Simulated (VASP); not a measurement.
# TlAs2 (P4/nmm) in VASP: further runs

TlAs2 is run at these levels: PBE; tasks: relaxation of cell and atoms, single point.

All numbers are computed with VASP 6.6.1; they aren't measurements. Logs are shortened: lines on timing, memory, paths and dates and some standing lists are left out, and cuts for length are marked.

**1. The cell of the first run**

Symmetry: P4/nmm, No. 129, tetragonal system. Conventional cell: a = 4.409 Å, b = 4.409 Å, c = 6.727 Å, α = 90.00°, β = 90.00°, γ = 90.00°. Within 3.9 Å of Tl (site symmetry 4mm) lie 10 As at 2.89 to 3.83 Å. Within 3.8 Å of As (site symmetry -4m2) lie 8 As at 2.86 to 3.12 Å and 4 Tl at 2.99 Å. Within 3.9 Å of As (site symmetry 4mm) lie 4 As at 2.86 Å and 6 Tl at 2.89 to 3.83 Å.

**2. Relaxation of cell and atoms, PBE**

File INCAR:

```
PREC     = Accurate       # precision mode
ENCUT    = 600            # plane-wave cutoff, eV
EDIFF    = 1E-6           # SCF threshold, eV
ISMEAR   = 0              # smearing method
SIGMA    = 0.1            # smearing width, eV
LREAL    = F              # projectors in reciprocal space
LASPH    = T              # aspherical terms in the spheres
NELM     = 100            # most SCF steps
ALGO     = Normal         # electronic algorithm
ISIF     = 3              # what is computed and relaxed
LWAVE    = F              # write WAVECAR
LCHARG   = F              # write CHGCAR
GGA      = PE             # functional
IBRION   = 2              # ionic algorithm
NSW      = 90             # ionic steps
EDIFFG   = -0.04          # ionic threshold
```

File KPOINTS:

```
regular mesh
0
Gamma
  4 4 4
```

File POSCAR:

```
TlAs2
1.0
    4.4091377433      0.0000000000      0.0000000000
    0.0000000000      4.4091377433      0.0000000000
    0.0000000000      0.0000000000      6.7274694375
Tl As
2 4
Direct
    0.0000000000      0.5000000000      0.7000000000
    0.5000000000      0.0000000000      0.3000000000
    0.0000000000      0.0000000000      0.0000000000
    0.5000000000      0.5000000000      0.0000000000
    0.0000000000      0.5000000000      0.2700000000
    0.5000000000      0.0000000000      0.7300000000
```

Potentials or basis: VASP PAW PBE potentials, release 64 (Tl_d, As).

On the command line:

```sh
cat potpaw_PBE.64/Tl_d/POTCAR potpaw_PBE.64/As/POTCAR > POTCAR
mpirun -np 1 vasp_std > vasp.out
```

OUTCAR:

```text
PREC = Accurate
   ENCUT = 600
   EDIFF = 1E-6
   ISMEAR = 0
   LREAL = F
   LASPH = T
   NELM = 100
   ISIF = 3
   GGA = PE
   IBRION = 2
   NSW = 90
   EDIFFG = -0.04

 ion  position               nearest neighbor table
   1  0.000  0.500  0.700-   5 2.89   4 2.99   3 2.99   3 2.99   4 2.99   6 3.12   6 3.12   6 3.12
                             6 3.12   2 4.12   2 4.12   2 4.12   2 4.12
   2  0.500  0.000  0.300-   6 2.89   4 2.99   3 2.99   4 2.99   3 2.99   5 3.12   5 3.12   5 3.12
                             5 3.12   1 4.12   1 4.12   1 4.12   1 4.12
   3  0.000  0.000  0.000-   5 2.86   6 2.86   5 2.86   6 2.86   1 2.99   1 2.99   2 2.99   2 2.99

   4  0.500  0.500  0.000-   5 2.86   6 2.86   6 2.86   5 2.86   2 2.99   1 2.99   1 2.99   2 2.99

   5  0.000  0.500  0.270-   3 2.86   4 2.86   3 2.86   4 2.86   1 2.89   2 3.12   2 3.12   2 3.12
                             2 3.12
   6  0.500  0.000  0.730-   3 2.86   4 2.86   4 2.86   3 2.86   2 2.89   1 3.12   1 3.12   1 3.12
                             1 3.12

  LATTYP: Found a simple tetragonal cell.
 ALAT       =     4.4091377433
 C/A-ratio  =     1.5258016032

  Lattice vectors:

 A1 = (   4.4091377433,   0.0000000000,   0.0000000000)
 A2 = (   0.0000000000,   4.4091377433,   0.0000000000)
 A3 = (   0.0000000000,   0.0000000000,   6.7274694375)

Analysis of symmetry for initial positions (statically):
=====================================================================
 Subroutine PRICEL returns:
 Original cell was already a primitive cell.

 Routine SETGRP: Setting up the symmetry group for a
 simple tetragonal supercell.

 Subroutine GETGRP returns: Found 16 space group operations
 (whereof  8 operations were pure point group operations)
 out of a pool of 16 trial point group operations.

The static configuration has the point symmetry D_2d.
 The point group associated with its full space group is D_4h.

Analysis of symmetry for dynamics (positions and initial velocities):
=====================================================================
 Subroutine PRICEL returns:
 Original cell was already a primitive cell.

 Routine SETGRP: Setting up the symmetry group for a
 simple tetragonal supercell.

 Subroutine GETGRP returns: Found 16 space group operations
 (whereof  8 operations were pure point group operations)
 out of a pool of 16 trial point group operations.

The dynamic configuration has the point symmetry D_2d.
 The point group associated with its full space group is D_4h.

 Subroutine INISYM returns: Found 16 space group operations
 (whereof  8 operations are pure point group operations),
 and found     1 'primitive' translations

----------------------------------------------------------------------------------------

                                     Primitive cell

  volume of cell :     130.7853

  direct lattice vectors                    reciprocal lattice vectors
     4.409137743  0.000000000  0.000000000     0.226801715  0.000000000  0.000000000
     0.000000000  4.409137743  0.000000000     0.000000000  0.226801715  0.000000000
     0.000000000  0.000000000  6.727469437     0.000000000  0.000000000  0.148644302

  length of vectors
     4.409137743  4.409137743  6.727469437     0.226801715  0.226801715  0.148644302

  position of ions in fractional coordinates (direct lattice)
     0.000000000  0.500000000  0.700000000
     0.500000000  0.000000000  0.300000000
     0.000000000  0.000000000  0.000000000
     0.500000000  0.500000000  0.000000000
     0.000000000  0.500000000  0.270000000
     0.500000000  0.000000000  0.730000000

  ion indices of the primitive-cell ions
   primitive index   ion index
                 1           1
                 2           2
                 3           3
                 4           4
                 5           5
                 6           6

----------------------------------------------------------------------------------------

 KPOINTS: regular mesh

Automatic generation of k-mesh.
 Grid dimensions read from file:
 generate k-points for:    4    4    4

 Generating k-lattice:

  Cartesian coordinates                     Fractional coordinates (reciprocal lattice)
     0.056700429  0.000000000  0.000000000     0.250000000  0.000000000  0.000000000
     0.000000000  0.056700429  0.000000000     0.000000000  0.250000000  0.000000000
     0.000000000  0.000000000  0.037161076     0.000000000  0.000000000  0.250000000

  Length of vectors
     0.056700429  0.056700429  0.037161076

  Shift w.r.t. Gamma in fractional coordinates (k-lattice)
     0.000000000  0.000000000  0.000000000

 Subroutine IBZKPT returns following result:
 ===========================================

 Found     18 irreducible k-points:

 Following reciprocal coordinates:
            Coordinates               Weight
  0.000000  0.000000  0.000000      1.000000
  0.250000  0.000000  0.000000      4.000000
  0.500000  0.000000  0.000000      2.000000
  0.250000  0.250000  0.000000      4.000000
  0.500000  0.250000  0.000000      4.000000
  0.500000  0.500000  0.000000      1.000000
[... 10 lines left out ...]
  0.500000  0.250000  0.500000      4.000000
  0.500000  0.500000  0.500000      1.000000
   k-points           NKPTS =     18   k-points in BZ     NKDIM =     18   number of bands    NBANDS=     27
   number of dos      NEDOS =    301   number of ions     NIONS =      6
   total plane-waves  NPLWV =  69984
   dimension x,y,z NGX =    36 NGY =   36 NGZ =   54
   dimension x,y,z NGXF=    72 NGYF=   72 NGZF=  108
   ions per type =               2   4
   NGX,Y,Z   is equivalent  to a cutoff of  13.57, 13.57, 13.34 a.u.
   NGXF,Y,Z  is equivalent  to a cutoff of  27.15, 27.15, 26.69 a.u.
 SYSTEM =  unknown system
   PREC   = accura    normal or accurate (medium, high low for compatibility)
   ISTART =      0    job   : 0-new  1-cont  2-samecut
   ICHARG =      2    charge: 1-file 2-atom 10-const
   ISPIN  =      1    spin polarized calculation?
   LNONCOLLINEAR =      F non collinear calculations
   LSORBIT =      F    spin-orbit coupling
   LASPH  =      T    aspherical Exc in radial PAW
   ENCUT  =  600.0 eV  44.10 Ry    6.64 a.u.   8.81  8.81 13.44*2*pi/ulx,y,z
   NELM   =    100;   NELMIN=  2; NELMDL= -5     # of ELM steps
   EDIFF  = 0.1E-05   stopping-criterion for ELM
   LREAL  =      F    real-space projection
   EDIFFG = -.4E-01   stopping-criterion for IOM
   NSW    =     90    number of steps for IOM
   IBRION =      2    ionic relax: 0-MD 1-quasi-New 2-CG
   NFREE  =      1    steps in history (QN), initial steepest desc. (CG)
   ISIF   =      3    stress and relaxation
   ISYM   =      2    0-nonsym 1-usesym 2-fastsym
   POTIM  = 0.5000    time-step for ionic-motion
   TEBEG  =    0.0;   TEEND  =   0.0 temperature during run
   PSTRESS=    0.0 pullay stress
   NELECT =      46.0000    total number of electrons
   NUPDOWN=      -1.0000    fix difference up-down
   EMIN   =  10.00;   EMAX   =-10.00  energy-range for DOS
   EFERMI =   0.00;   METHOD = LEGACY
   ISMEAR =     0;   SIGMA  =   0.10  broadening in eV -4-tet -1-fermi 0-gaus
   EFERMI_NEDOS =   21; number of points for ismear=-14 and -15
   IALGO  =     38    algorithm
   IMIX   =      4    mixing-type and parameters
     AMIX     =   0.40;   BMIX     =  1.00
     AMIX_MAG =   1.60;   BMIX_MAG =  1.00
  volume/ion in A,a.u.               =      21.80       147.10
  Fermi-wavevector in a.u.,A,eV,Ry     =   1.155601  2.183768 18.169393  1.335413
  Thomas-Fermi vector in A             =   2.292228
   LORBIT       =      0    0 simple, 1 ext, 2 COOP (PROOUT), +10 PAW based schemes
   GGA     = PE    functional components
   LHFCALC =     F    Hartree Fock is set to
   AEXX    =    0.0000 exact exchange contribution
   IVDW    =     0    specifies the selected vdW correction
   LEPSILON=     F    determine dielectric tensor
   LRPA    =     F    only Hartree local field effects (RPA)
 conjugate gradient relaxation of ions
 non-spin polarized calculation
 Gauss-broadening in eV      SIGMA  =   0.10
  energy-cutoff  :      600.00
  volume of cell :      130.79
 maximum number of plane-waves:      4394
 NGX is ok and might be reduce to    36
   NGX = 17   NGY = 17   NGZ = 27

--------------------------------------- Ionic step        1  -------------------------------------------

 number of electron      45.9999986 magnetization

 Free energy of the ion-electron system (eV)
  ---------------------------------------------------
  ext. energy  EPLUGINS =         0.00000000
  ---------------------------------------------------
  free energy    TOTEN  =       -20.13415095 eV

  energy without entropy =      -20.10460928  energy(sigma->0) =      -20.11938012

 E-fermi :   6.7909     XC(G=0): -10.5269

 val. band max:        6.7265380130   @ k =   0.2500   0.2500   0.0000
 cond. band min:       6.7938397540   @ k =   0.2500   0.2500   0.2500
 fundamental gap:      0.0673017410
 Fermi energy:         6.7908584586

 k-point     1 :       0.0000    0.0000    0.0000
  band No.  band energies     occupation
      1      -7.8145      2.00000
      2      -5.6402      2.00000
      3      -4.9781      2.00000
      4      -4.7904      2.00000
      5      -4.7904      2.00000
      6      -4.7514      2.00000
[... 642 lines left out ...]
  FREE ENERGIE OF THE ION-ELECTRON SYSTEM (eV)
  ---------------------------------------------------
  free  energy   TOTEN  =       -20.6926479910 eV

  energy  without entropy=      -20.6685605748  energy(sigma->0) =      -20.68060428

 E-fermi :   5.2814     XC(G=0):  -9.7322

 val. band max:        5.2393221902   @ k =   0.5000   0.0000   0.5000
 cond. band min:       5.3075462314   @ k =   0.2500   0.0000   0.5000
 fundamental gap:      0.0682240412
 Fermi energy:         5.2813967589

 k-point     1 :       0.0000    0.0000    0.0000
  band No.  band energies     occupation
      1      -8.5189      2.00000
      2      -6.6231      2.00000
      3      -6.2812      2.00000
      4      -6.1750      2.00000
      5      -6.1750      2.00000
      6      -6.1518      2.00000
[... 529 lines left out ...]
     26       6.7208      0.00000
     27       6.7639      0.00000

[... ionic steps 4 to 15 ...]

--------------------------------------- Ionic step       16  -------------------------------------------

 number of electron      45.9999996 magnetization

------------------------ aborting loop because EDIFF is reached ----------------------------------------

  FORCE on cell =-STRESS in cart. coord.  units (eV):
  Direction    XX          YY          ZZ          XY          YZ          ZX
  --------------------------------------------------------------------------------------
  -------------------------------------------------------------------------------------
  Total        0.3269145      0.3269145      0.0370120      0.0000000      0.0000000     -0.0000000
  in kB        3.1047885      3.1047885      0.3515118      0.0000000      0.0000000     -0.0000000
  external PRESSURE =       2.1870296 kB  Pullay stress =       0.0000000 kB
[... 65 lines left out ...]
  energy  without entropy=      -22.2746928395  energy(sigma->0) =      -22.28335606

--------------------------------------- Ionic step       18  -------------------------------------------

 number of electron      45.9999992 magnetization

 Free energy of the ion-electron system (eV)
  ---------------------------------------------------
  ext. energy  EPLUGINS =         0.00000000
  ---------------------------------------------------
  free energy    TOTEN  =       -22.29296556 eV

  energy without entropy =      -22.27639876  energy(sigma->0) =      -22.28468216

 E-fermi :   4.5871     XC(G=0):  -9.1893

 val. band max:        4.5598661058   @ k =   0.2500   0.2500   0.5000
 cond. band min:       4.6083799828   @ k =   0.5000   0.0000   0.5000
 fundamental gap:      0.0485138770
 Fermi energy:         4.5871008530

 k-point     1 :       0.0000    0.0000    0.0000
  band No.  band energies     occupation
      1      -9.4715      2.00000
      2      -7.2652      2.00000
      3      -7.2619      2.00000
      4      -7.2248      2.00000
      5      -7.1934      2.00000
      6      -7.1934      2.00000
[... 562 lines left out ...]
  FREE ENERGIE OF THE ION-ELECTRON SYSTEM (eV)
  ---------------------------------------------------
  free  energy   TOTEN  =       -22.2929655637 eV

  energy  without entropy=      -22.2763987566  energy(sigma->0) =      -22.28468216

 reached required accuracy - stopping structural energy minimisation
```

It took 8.8 min on 1 thread of AMD EPYC 9R45 (Zen 5), shared host; peak memory 0.27 GiB.

Results:

```yaml
Free_energy: -22.2930 eV
Relaxed_volume: 28.25 Å³/atom
Relaxed_cell: a = 4.902 Å, b = 4.902 Å, c = 7.055 Å, α = 90.00°, β = 90.00°, γ = 90.00°
Space_group_after_relaxing_to_0.1_Å: P4/nmm (No. 129)
Energy_gained_by_relaxing: 359.8 meV/atom
Ionic_steps: 18
Pressure_after_relaxing: 0.0 GPa
Largest_force_after_relaxing: 0.036 eV/Å
Band_gap_on_the_k_mesh: zero (bands 23 and 24 overlap by 0.98 eV)
```

Forces on the atoms (eV/Å):
```
Tl   0.000  0.000  0.036
Tl   0.000  0.000 -0.036
As   0.000  0.000  0.000
As   0.000  0.000  0.000
As   0.000  0.000 -0.016
As   0.000  0.000  0.016
```

Step by step:
| step | energy change (eV) | largest force (eV/Å) | pressure (GPa) | volume (Å³) |
| --- | --- | --- | --- | --- |
| 1 | 0.0000 | 0.9381 | 9.00 | 130.79 |
| 2 | -0.5468 | 1.1485 | -1.59 | 155.36 |
| 3 | -0.5585 | 1.0809 | -0.53 | 151.58 |
| 4 | -0.6973 | 1.1167 | -0.44 | 152.23 |
| 5 | -1.1013 | 1.0226 | -0.14 | 154.16 |
| 6 | -1.8762 | 0.8753 | 0.86 | 157.86 |
| 7 | -1.6701 | 0.8515 | 3.06 | 164.53 |
| 8 | -1.9235 | 0.6315 | 2.36 | 162.06 |
| 9 | -2.0656 | 0.1168 | 1.37 | 160.00 |
| 10 | -2.0576 | 0.1694 | -2.05 | 180.32 |
| 11 | -2.1286 | 0.0475 | -0.42 | 169.78 |
| 12 | -2.1468 | 0.2061 | 0.36 | 169.49 |
| 13 | -2.1540 | 0.1189 | 0.06 | 169.64 |
| 14 | -2.1568 | 0.0680 | -0.20 | 170.44 |
| 15 | -2.1568 | 0.0670 | -0.18 | 170.37 |
| 16 | -2.1573 | 0.0324 | 0.22 | 168.70 |
| 17 | -2.1579 | 0.0474 | 0.06 | 169.39 |
| 18 | -2.1588 | 0.0364 | 0.04 | 169.51 |

Final structure:
```xyz
6
Lattice="4.9018 0.0000 0.0000 0.0000 4.9018 0.0000 0.0000 0.0000 7.0547" Properties=species:S:1:pos:R:3 pbc="T T T"
Tl    0.0000    2.4509    4.5936
Tl    2.4509    0.0000    2.4611
As    0.0000    0.0000    0.0000
As    2.4509    2.4509    0.0000
As    0.0000    2.4509    1.0827
As    2.4509    0.0000    5.9720
```

Caveat: the volume moved by over 15 % at a fixed basis, so the end points are rough; spin-orbit coupling is left out, which moves the levels of the heavy elements.

**3. Single point, PBE**

This run uses another cell than the first one, of 28.86 Å³/atom.

File INCAR:

```
PREC = Accurate ; ENCUT = 520
EDIFF = 1E-6 ; ISMEAR = 0
SIGMA = 0.1 ; LREAL = F
LASPH = T ; NELM = 80
ALGO = Normal ; ISIF = 2
LWAVE = F ; LCHARG = F
GGA = PE ; NBANDS = 32
```

File KPOINTS:

```
Automatic mesh
0
Gamma
  8 8 6
```

File POSCAR:

```
TlAs2
1.0
    5.0164201950      0.0000000000      0.0000000000
    0.0000000000      5.0164201950      0.0000000000
    0.0000000000      0.0000000000      6.8809283736
Tl As
2 4
Direct
    0.0000000000      0.5000000000      0.6731709806
    0.5000000000      0.0000000000      0.3268290194
    0.0000000000      0.0000000000      0.0000000000
    0.5000000000      0.5000000000      0.0000000000
    0.0000000000      0.5000000000      0.1426552928
    0.5000000000      0.0000000000      0.8573447072
```

Potentials or basis: VASP PAW PBE potentials, release 64 (Tl_d, As).

On the command line:

```sh
cat potpaw_PBE.64/Tl_d/POTCAR potpaw_PBE.64/As/POTCAR > POTCAR
mpirun -np 1 vasp_std > vasp.out
```

It took 3.8 min on 1 thread of AMD EPYC 9R45 (Zen 5), shared host; peak memory 0.41 GiB.

It converged, with:

| Quantity | Value |
| --- | --- |
| Free energy | -22.4191 eV |
| Pressure | 0.0 GPa |
| Largest force | 0.016 eV/Å |
| Band gap on the k mesh | zero (bands 23 and 24 overlap by 1.05 eV) |

Forces on the atoms (eV/Å):
```
Tl   0.000  0.000 -0.001
Tl   0.000  0.000  0.001
As   0.000  0.000  0.000
As   0.000  0.000  0.000
As   0.000  0.000  0.016
As   0.000  0.000 -0.016
```

Levels at points of the mesh, in eV from the Fermi level:
| k point | band 20 | band 21 | band 22 | band 23 | band 24 | band 25 | band 26 | band 27 |
| --- | --- | --- | --- | --- | --- | --- | --- | --- |
| (0.00, 0.00, 0.00) | -2.73 | -1.80 | -1.25 | -1.03 | 0.68 | 1.02 | 1.02 | 2.00 |
| (0.50, 0.00, 0.00) | -3.49 | -1.47 | -1.47 | 0.13 | 0.13 | 1.68 | 1.68 | 2.88 |
| (0.50, 0.50, 0.00) | -3.39 | -0.57 | -0.57 | 0.39 | 0.39 | 1.80 | 1.80 | 1.91 |
| (0.00, 0.00, 0.50) | -2.76 | -1.69 | -1.08 | -0.89 | 0.18 | 0.18 | 0.21 | 3.33 |
| (0.50, 0.00, 0.50) | -2.27 | -1.49 | -1.49 | 0.04 | 0.04 | 1.15 | 1.15 | 1.35 |
| (0.50, 0.50, 0.50) | -1.96 | 0.39 | 0.39 | 0.58 | 0.58 | 1.05 | 1.05 | 1.24 |

Caveat: spin-orbit coupling is left out, which moves the levels of the heavy elements.

The gap in the log of VASP goes by the Fermi energy; the results here count the filled bands.